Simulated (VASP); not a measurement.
# EuS (Fm-3m) in VASP: further runs

Aim: see how the results for EuS move with the level of theory and the settings. Levels: PBEsol, PBE0. Tasks: single point, relaxation of cell and atoms.

All numbers are computed with VASP 6.6.1; they aren't measurements. Logs are shortened: lines on timing, memory, paths and dates and some standing lists are left out, and cuts for length are marked.

## 1. The cell of the first run

It takes space group Fm-3m (No. 225, cubic). The conventional cell has a = 5.957 Å, b = 5.957 Å, c = 5.957 Å, α = 90.00°, β = 90.00°, γ = 90.00°. Within 3.9 Å of Eu (site symmetry m-3m) lie 6 S at 2.98 Å. Within 3.9 Å of S (site symmetry m-3m) lie 6 Eu at 2.98 Å.

## 2. Single point, PBEsol, collinear spin, ferromagnetic start

Contents of INCAR:

```
PREC = Accurate
ENCUT = 600
EDIFF = 1E-6
ISMEAR = -1
SIGMA = 0.05
LREAL = False
LASPH = True
NELM = 200
ALGO = Normal
ISIF = 2
LWAVE = False
LCHARG = False
ISPIN = 2
MAGMOM = 7 0
LORBIT = 11
LMAXMIX = 6
GGA = PS
NBANDS = 22
GGA_COMPAT = False
```

Contents of KPOINTS:

```
regular mesh
0
Gamma
  6 6 6
```

Contents of POSCAR:

```
EuS
1.0
    0.0000000000      2.9785000000      2.9785000000
    2.9785000000      0.0000000000      2.9785000000
    2.9785000000      2.9785000000      0.0000000000
Eu S
1 1
Direct
    0.0000000000      0.0000000000      0.0000000000
    0.5000000000      0.5000000000      0.5000000000
```

Potentials or basis: VASP PAW PBE potentials, release 64 (Eu, S).

Command:

```
cat potpaw_PBE.64/Eu/POTCAR potpaw_PBE.64/S/POTCAR > POTCAR
mpirun -np 1 vasp_std > vasp.out
```

OUTCAR:

```text
PREC = Accurate
   ENCUT = 600
   EDIFF = 1E-6
   ISMEAR = -1
   LREAL = False
   LASPH = True
   NELM = 200
   ISIF = 2
   ISPIN = 2
   LORBIT = 11
   GGA = PS

 ion  position               nearest neighbor table
   1  0.000  0.000  0.000-   2 2.98   2 2.98   2 2.98   2 2.98   2 2.98   2 2.98
   2  0.500  0.500  0.500-   1 2.98   1 2.98   1 2.98   1 2.98   1 2.98   1 2.98

  LATTYP: Found a face centered cubic cell.
 ALAT       =     5.9570000000

  Lattice vectors:

 A1 = (   0.0000000000,   2.9785000000,   2.9785000000)
 A2 = (   2.9785000000,   0.0000000000,   2.9785000000)
 A3 = (   2.9785000000,   2.9785000000,   0.0000000000)

Analysis of symmetry for initial positions (statically):
=====================================================================
 Subroutine PRICEL returns:
 Original cell was already a primitive cell.

 Routine SETGRP: Setting up the symmetry group for a
 face centered cubic supercell.

 Subroutine GETGRP returns: Found 48 space group operations
 (whereof 48 operations were pure point group operations)
 out of a pool of 48 trial point group operations.

The static configuration has the point symmetry O_h .

Analysis of symmetry for dynamics (positions and initial velocities):
=====================================================================
 Subroutine PRICEL returns:
 Original cell was already a primitive cell.

 Routine SETGRP: Setting up the symmetry group for a
 face centered cubic supercell.

 Subroutine GETGRP returns: Found 48 space group operations
 (whereof 48 operations were pure point group operations)
 out of a pool of 48 trial point group operations.

The dynamic configuration has the point symmetry O_h .

Analysis of structural, dynamic, and magnetic symmetry:
=====================================================================
 Subroutine PRICEL returns:
 Original cell was already a primitive cell.

 Routine SETGRP: Setting up the symmetry group for a
 face centered cubic supercell.

 Subroutine GETGRP returns: Found 48 space group operations
 (whereof 48 operations were pure point group operations)
 out of a pool of 48 trial point group operations.

The overall configuration has the point symmetry O_h .

 Subroutine INISYM returns: Found 48 space group operations
 (whereof 48 operations are pure point group operations),
 and found     1 'primitive' translations

----------------------------------------------------------------------------------------

                                     Primitive cell

  volume of cell :      52.8473

  direct lattice vectors                    reciprocal lattice vectors
     0.000000000  2.978500000  2.978500000    -0.167869733  0.167869733  0.167869733
     2.978500000  0.000000000  2.978500000     0.167869733 -0.167869733  0.167869733
     2.978500000  2.978500000  0.000000000     0.167869733  0.167869733 -0.167869733

  length of vectors
     4.212235096  4.212235096  4.212235096     0.290758907  0.290758907  0.290758907

  position of ions in fractional coordinates (direct lattice)
     0.000000000  0.000000000  0.000000000
     0.500000000  0.500000000  0.500000000

  ion indices of the primitive-cell ions
   primitive index   ion index
                 1           1
                 2           2

----------------------------------------------------------------------------------------

 KPOINTS: regular mesh

Automatic generation of k-mesh.
 Grid dimensions read from file:
 generate k-points for:    6    6    6

 Generating k-lattice:

  Cartesian coordinates                     Fractional coordinates (reciprocal lattice)
    -0.027978289  0.027978289  0.027978289     0.166666667  0.000000000  0.000000000
     0.027978289 -0.027978289  0.027978289     0.000000000  0.166666667  0.000000000
     0.027978289  0.027978289 -0.027978289     0.000000000  0.000000000  0.166666667

  Length of vectors
     0.048459818  0.048459818  0.048459818

  Shift w.r.t. Gamma in fractional coordinates (k-lattice)
     0.000000000  0.000000000  0.000000000

 Subroutine IBZKPT returns following result:
 ===========================================

 Found     16 irreducible k-points:

 Following reciprocal coordinates:
            Coordinates               Weight
  0.000000  0.000000  0.000000      1.000000
  0.166667  0.000000  0.000000      8.000000
  0.333333  0.000000  0.000000      8.000000
  0.500000  0.000000  0.000000      4.000000
  0.166667  0.166667  0.000000      6.000000
  0.333333  0.166667  0.000000     24.000000
[... 8 lines left out ...]
 -0.333333  0.333333  0.166667     24.000000
 -0.333333  0.500000  0.166667     12.000000
   k-points           NKPTS =     16   k-points in BZ     NKDIM =     16   number of bands    NBANDS=     22
   number of dos      NEDOS =    301   number of ions     NIONS =      2
   total plane-waves  NPLWV =  46656
   dimension x,y,z NGX =    36 NGY =   36 NGZ =   36
   dimension x,y,z NGXF=    72 NGYF=   72 NGZF=   72
   ions per type =               1   1
   NGX,Y,Z   is equivalent  to a cutoff of  14.21, 14.21, 14.21 a.u.
   NGXF,Y,Z  is equivalent  to a cutoff of  28.42, 28.42, 28.42 a.u.
 SYSTEM =  unknown system
   PREC   = accura    normal or accurate (medium, high low for compatibility)
   ISTART =      0    job   : 0-new  1-cont  2-samecut
   ICHARG =      2    charge: 1-file 2-atom 10-const
   ISPIN  =      2    spin polarized calculation?
   LNONCOLLINEAR =      F non collinear calculations
   LSORBIT =      F    spin-orbit coupling
   LASPH  =      T    aspherical Exc in radial PAW
   ENCUT  =  600.0 eV  44.10 Ry    6.64 a.u.   8.41  8.41  8.41*2*pi/ulx,y,z
   NELM   =    200;   NELMIN=  2; NELMDL= -5     # of ELM steps
   EDIFF  = 0.1E-05   stopping-criterion for ELM
   LREAL  =      F    real-space projection
   EDIFFG = 0.1E-04   stopping-criterion for IOM
   NSW    =      0    number of steps for IOM
   IBRION =     -1    ionic relax: 0-MD 1-quasi-New 2-CG
   NFREE  =      0    steps in history (QN), initial steepest desc. (CG)
   ISIF   =      2    stress and relaxation
   ISYM   =      2    0-nonsym 1-usesym 2-fastsym
   POTIM  = 0.5000    time-step for ionic-motion
   TEBEG  =    0.0;   TEEND  =   0.0 temperature during run
   PSTRESS=    0.0 pullay stress
   NELECT =      23.0000    total number of electrons
   NUPDOWN=      -1.0000    fix difference up-down
   EMIN   =  10.00;   EMAX   =-10.00  energy-range for DOS
   EFERMI =   0.00;   METHOD = LEGACY
   ISMEAR =    -1;   SIGMA  =   0.05  broadening in eV -4-tet -1-fermi 0-gaus
   EFERMI_NEDOS =   21; number of points for ismear=-14 and -15
   IALGO  =     38    algorithm
   IMIX   =      4    mixing-type and parameters
     AMIX     =   0.40;   BMIX     =  1.00
     AMIX_MAG =   1.60;   BMIX_MAG =  1.00
  volume/ion in A,a.u.               =      26.42       178.32
  Fermi-wavevector in a.u.,A,eV,Ry     =   1.240633  2.344456 20.941667  1.539169
  Thomas-Fermi vector in A             =   2.375065
   LORBIT       =     11    0 simple, 1 ext, 2 COOP (PROOUT), +10 PAW based schemes
   GGA     = PS    functional components
   LHFCALC =     F    Hartree Fock is set to
   AEXX    =    0.0000 exact exchange contribution
   IVDW    =     0    specifies the selected vdW correction
   LEPSILON=     F    determine dielectric tensor
   LRPA    =     F    only Hartree local field effects (RPA)
 spin polarized calculation
  energy-cutoff  :      600.00
  volume of cell :       52.85
 maximum number of plane-waves:      1807
 NGX is ok and might be reduce to    36
   NGX = 17   NGY = 17   NGZ = 17

 number of electron      22.9999997 magnetization       6.9690406

 Free energy of the ion-electron system (eV)
  ---------------------------------------------------
  ext. energy  EPLUGINS =         0.00000000
  ---------------------------------------------------
  free energy    TOTEN  =       -20.47877040 eV

  energy without entropy =      -20.46720245  energy(sigma->0) =      -20.47298642

 E-fermi :   4.1419     XC(G=0):  -9.8334

 val. band max:        4.0682645401   @ k =   0.1667   0.1667   0.0000
 cond. band min:       4.1965644595   @ k =   0.0000   0.0000   0.0000
 fundamental gap:      0.1282999194
 Fermi energy:         4.1418537376

 spin component 1

 k-point     1 :       0.0000    0.0000    0.0000
  band No.  band energies     occupation
      1     -37.3566      1.00000
      2     -16.0607      1.00000
      3     -16.0607      1.00000
      4     -16.0607      1.00000
      5      -9.2847      1.00000
      6       1.4055      1.00000
[... 14 lines left out ...]
     21       6.0404      0.00000
     22      11.4082      0.00000

 k-point     2 :       0.1667    0.0000    0.0000
  band No.  band energies     occupation
      1     -37.3534      1.00000
      2     -16.1485      1.00000
      3     -16.0671      1.00000
      4     -16.0671      1.00000
      5      -9.0787      1.00000
      6       0.5043      1.00000
[... 14 lines left out ...]
     21       7.0038      0.00000
     22      12.3932      0.00000

 k-point     3 :       0.3333    0.0000    0.0000
  band No.  band energies     occupation
      1     -37.3468      1.00000
      2     -16.3145      1.00000
      3     -16.0798      1.00000
      4     -16.0798      1.00000
      5      -8.6532      1.00000
      6      -0.7455      1.00000
[... 14 lines left out ...]
     21       8.9475      0.00000
     22      11.9572      0.00000
[... 276 lines left out ...]
 k-point    15 :      -0.3333    0.3333    0.1667
  band No.  band energies     occupation
      1     -37.3404      1.00000
      2     -16.2916      1.00000
      3     -16.1921      1.00000
      4     -16.1330      1.00000
      5      -8.6335      1.00000
      6      -0.4052      1.00000
[... 14 lines left out ...]
     21      10.8599      0.00000
     22      11.2371      0.00000

 k-point    16 :      -0.3333    0.5000    0.1667
  band No.  band energies     occupation
      1     -37.3394      1.00000
      2     -16.2622      1.00000
      3     -16.1908      1.00000
      4     -16.1734      1.00000
      5      -8.7475      1.00000
      6       0.2069      1.00000
[... 14 lines left out ...]
     21       9.5970      0.00000
     22      11.7264      0.00000
 Fermi energy:         4.1418537376

 spin component 2

 k-point     1 :       0.0000    0.0000    0.0000
  band No.  band energies     occupation
      1     -34.3030      1.00000
      2     -13.8048      1.00000
      3     -13.8048      1.00000
      4     -13.8048      1.00000
      5      -9.2739      1.00000
      6       1.5689      1.00000
[... 14 lines left out ...]
     21       8.7806      0.00000
     22      12.5370      0.00000

 k-point     2 :       0.1667    0.0000    0.0000
  band No.  band energies     occupation
      1     -34.2984      1.00000
      2     -13.9464      1.00000
      3     -13.8123      1.00000
      4     -13.8123      1.00000
      5      -9.0289      1.00000
      6       0.7001      1.00000
[... 14 lines left out ...]
     21       8.8835      0.00000
     22      13.4505      0.00000

 k-point     3 :       0.3333    0.0000    0.0000
  band No.  band energies     occupation
      1     -34.2893      1.00000
      2     -14.1994      1.00000
      3     -13.8273      1.00000
      4     -13.8273      1.00000
      5      -8.5488      1.00000
      6      -0.5072      1.00000
[... 14 lines left out ...]
     21       9.9280      0.00000
     22      12.9526      0.00000
[... 276 lines left out ...]
 k-point    15 :      -0.3333    0.3333    0.1667
  band No.  band energies     occupation
      1     -34.2804      1.00000
      2     -14.1464      1.00000
      3     -13.9804      1.00000
      4     -13.9038      1.00000
      5      -8.5922      1.00000
      6      -0.1707      1.00000
[... 14 lines left out ...]
     21      11.7761      0.00000
     22      12.1100      0.00000

 k-point    16 :      -0.3333    0.5000    0.1667
  band No.  band energies     occupation
      1     -34.2790      1.00000
      2     -14.0753      1.00000
      3     -13.9792      1.00000
      4     -13.9744      1.00000
      5      -8.7472      1.00000
      6       0.4285      1.00000
[... 14 lines left out ...]
     21      10.4078      0.00000
     22      12.6718      0.00000

------------------------ aborting loop because EDIFF is reached ----------------------------------------

  FORCE on cell =-STRESS in cart. coord.  units (eV):
  Direction    XX          YY          ZZ          XY          YZ          ZX
  --------------------------------------------------------------------------------------
  -------------------------------------------------------------------------------------
  Total       -1.9117753     -1.9117753     -1.9117753     -0.0000000      0.0000000     -0.0000000
  in kB      -57.9594974    -57.9594974    -57.9594974     -0.0000000      0.0000000     -0.0000000
  external PRESSURE =     -57.9594974 kB  Pullay stress =       0.0000000 kB

 VOLUME and BASIS-vectors are now :
 -----------------------------------------------------------------------------
  energy-cutoff  :      600.00
  volume of cell :       52.85
      direct lattice vectors                 reciprocal lattice vectors
     0.000000000  2.978500000  2.978500000    -0.167869733  0.167869733  0.167869733
     2.978500000  0.000000000  2.978500000     0.167869733 -0.167869733  0.167869733
     2.978500000  2.978500000  0.000000000     0.167869733  0.167869733 -0.167869733

 POSITION                                       TOTAL-FORCE (eV/Angst)
 -----------------------------------------------------------------------------------
      0.00000      0.00000      0.00000        -0.000000      0.000000      0.000000
      2.97850      2.97850      2.97850         0.000000     -0.000000     -0.000000
 -----------------------------------------------------------------------------------
    total drift:                                0.000000      0.000000      0.000000

  FREE ENERGIE OF THE ION-ELECTRON SYSTEM (eV)
  ---------------------------------------------------
  free  energy   TOTEN  =       -20.4787703994 eV

  energy  without entropy=      -20.4672024454  energy(sigma->0) =      -20.47298642

 total charge

# of ion       s       p       d       f       tot
--------------------------------------------------
    1        2.023   5.723   0.313   6.639  14.699
    2        1.311   2.400   0.000   0.000   3.711
--------------------------------------------------
tot          3.334   8.124   0.313   6.639  18.410

 magnetization (x)

# of ion       s       p       d       f       tot
--------------------------------------------------
    1       -0.012  -0.101   0.092   6.608   6.587
    2       -0.007  -0.066   0.000   0.000  -0.073
--------------------------------------------------
tot         -0.019  -0.167   0.092   6.608   6.514
```

It took 74 s on 1 thread of Intel Xeon 6975P-C, shared host; peak memory 0.27 GiB.

Results:

| Property | Result |
| --- | --- |
| Free energy | -20.4788 eV |
| Pressure | -5.8 GPa |
| Band gap on the k mesh | zero (filled and empty bands overlap) |
| Net moment | 6.97 μB per cell |
| Site moments | Eu +6.59; S -0.07 μB |
| Valence electrons inside the program's atomic spheres | Eu 14.70; S 3.71 |

Levels at points of the mesh, in eV from the Fermi level:
Spin up:
```tsv
k point	band 11	band 12	band 13	band 14	band 15	band 16	band 17	band 18	band 19	band 20
(0.00, 0.00, 0.00)	-0.26	-0.26	0.05	0.05	0.05	0.70	1.02	1.02	1.02	1.90
(0.50, 0.00, 0.00)	-0.40	-0.31	-0.31	-0.27	-0.26	2.85	3.18	3.60	3.60	6.53
(0.50, 0.50, 0.00)	-0.34	-0.32	-0.32	-0.28	-0.10	-0.10	3.05	3.13	4.47	4.65
```
Spin down:
| k point | band 4 | band 5 | band 6 | band 7 | band 8 | band 9 | band 10 | band 11 | band 12 | band 13 |
| --- | --- | --- | --- | --- | --- | --- | --- | --- | --- | --- |
| (0.00, 0.00, 0.00) | -17.95 | -13.42 | -2.57 | -2.57 | -2.57 | 1.30 | 1.78 | 1.78 | 1.78 | 2.68 |
| (0.50, 0.00, 0.00) | -17.98 | -12.45 | -5.15 | -3.72 | -3.72 | 2.76 | 3.98 | 4.00 | 4.00 | 4.32 |
| (0.50, 0.50, 0.00) | -18.07 | -13.07 | -3.74 | -2.93 | -2.93 | -0.23 | 3.83 | 3.92 | 4.15 | 4.25 |

Caveat: the PAW data sets were made with another functional, which shifts forces and pressure a little; spin-orbit coupling is left out, which moves the levels of the heavy elements; a cell with one magnetic atom can't hold antiferromagnetic order, which such compounds often take; without U or exact exchange the open f shell lies at the Fermi level, which spoils levels, moments and volumes.

## 3. Relaxation of cell and atoms, PBE0, collinear spin, ferromagnetic start

POSCAR is that of step 2.

Contents of INCAR.step1:

```
SYSTEM = EuS
ALGO = Normal ; EDIFF = 1E-5
EDIFFG = -0.005 ; ENCUT = 600
GGA = PE ; GGA_COMPAT = .FALSE.
IBRION = 2 ; ISIF = 3
ISMEAR = -1 ; ISPIN = 2
KPAR = 4 ; LASPH = .TRUE.
LCHARG = .FALSE. ; LMAXMIX = 6
LORBIT = 11 ; LREAL = .FALSE.
LWAVE = .TRUE. ; MAGMOM = 7 0
NBANDS = 22 ; NELM = 200
NELMIN = 4 ; NSW = 100
PREC = Accurate ; SIGMA = 0.05
```

Contents of INCAR.step2:

```
SYSTEM = EuS
AEXX = 0.25 ; ALGO = Normal
EDIFF = 1E-7 ; EDIFFG = -0.01
ENCUT = 600 ; GGA = PE
GGA_COMPAT = .FALSE. ; IBRION = 2
ISIF = 3 ; ISMEAR = -1
ISPIN = 2 ; ISTART = 1
KPAR = 4 ; LASPH = .TRUE.
LCHARG = .FALSE. ; LHFCALC = .TRUE.
LMAXMIX = 6 ; LORBIT = 11
LREAL = .FALSE. ; LWAVE = .FALSE.
MAGMOM = 7 0 ; NELM = 200
NELMIN = 4 ; NSW = 60
PREC = Accurate ; PRECFOCK = Normal
SIGMA = 0.05
```

Contents of KPOINTS:

```
k-points
0
G
  4 4 4
  0 0 0
```

Potentials or basis: VASP PAW PBE potentials, release 64 (Eu, S).

Command:

```
cat potpaw_PBE.64/Eu/POTCAR potpaw_PBE.64/S/POTCAR > POTCAR
cp INCAR.step1 INCAR
mpirun -np 4 vasp_std > vasp.out
cp INCAR.step2 INCAR
mpirun -np 4 vasp_std > vasp.out
```

It took 39 min on 4 MPI ranks of Intel Xeon 6975P-C (Granite Rapids), shared host; peak memory 0.28 GiB.

Results (log left out):

* Free energy: -34.1949 eV
* Relaxed volume: 26.49 Å³/atom
* Relaxed cell: a = 4.216 Å, b = 4.216 Å, c = 4.216 Å, α = 60.00°, β = 60.00°, γ = 60.00°
* Space group after relaxing (to 0.05 Å): Fm-3m (No. 225)
* Energy gained by relaxing: 0.0 meV/atom
* Ionic steps: 3
* Pressure after relaxing: 0.0 GPa
* Band gap on the k mesh: 1.24 eV, indirect (least direct gap 1.48 eV)
* Net moment: 7.00 μB per cell
* Site moments: Eu +6.71; S -0.06 μB
* Valence electrons inside the program's atomic spheres: Eu 14.89; S 3.78

Final structure:
```yaml
crystal:
  lattice:
    - [0.00000, 2.98092, 2.98092]
    - [2.98092, 0.00000, 2.98092]
    - [2.98092, 2.98092, 0.00000]
  atoms:
    - { symbol: Eu, position: [0.00000, 0.00000, 0.00000] }
    - { symbol: S, position: [0.50000, 0.50000, 0.50000] }
```

Levels at points of the mesh, in eV from the valence-band top:
Spin up:
| k point | band 12 | band 13 | band 14 | band 15 | band 16 | band 17 | band 18 | band 19 |
| --- | --- | --- | --- | --- | --- | --- | --- | --- |
| (0.00, 0.00, 0.00) | -0.51 | 0.00 | 0.00 | 0.00 | 3.06 | 3.39 | 3.39 | 3.39 |
| (0.50, 0.00, 0.00) | -0.54 | -0.54 | -0.51 | -0.51 | 5.11 | 5.76 | 6.32 | 6.32 |
| (0.50, 0.50, 0.00) | -0.57 | -0.52 | -0.24 | -0.24 | 1.24 | 5.58 | 5.65 | 7.17 |
Spin down:
```
           k point  band 6  band 7  band 8  band 9  band 10  band 11
(0.00, 0.00, 0.00)   -2.29   -2.29   -2.29    3.47     4.10     4.10
(0.50, 0.00, 0.00)   -5.08   -3.53   -3.53    5.16     6.48     7.35
(0.50, 0.50, 0.00)   -3.58   -2.69   -2.69    1.86     6.20     6.51
```

Caveat: the k points lie up to 0.46 Å⁻¹ apart in the final cell; the PAW data sets were made with another functional, which shifts forces and pressure a little; spin-orbit coupling is left out, which moves the levels of the heavy elements; a cell with one magnetic atom can't hold antiferromagnetic order, which such compounds often take.
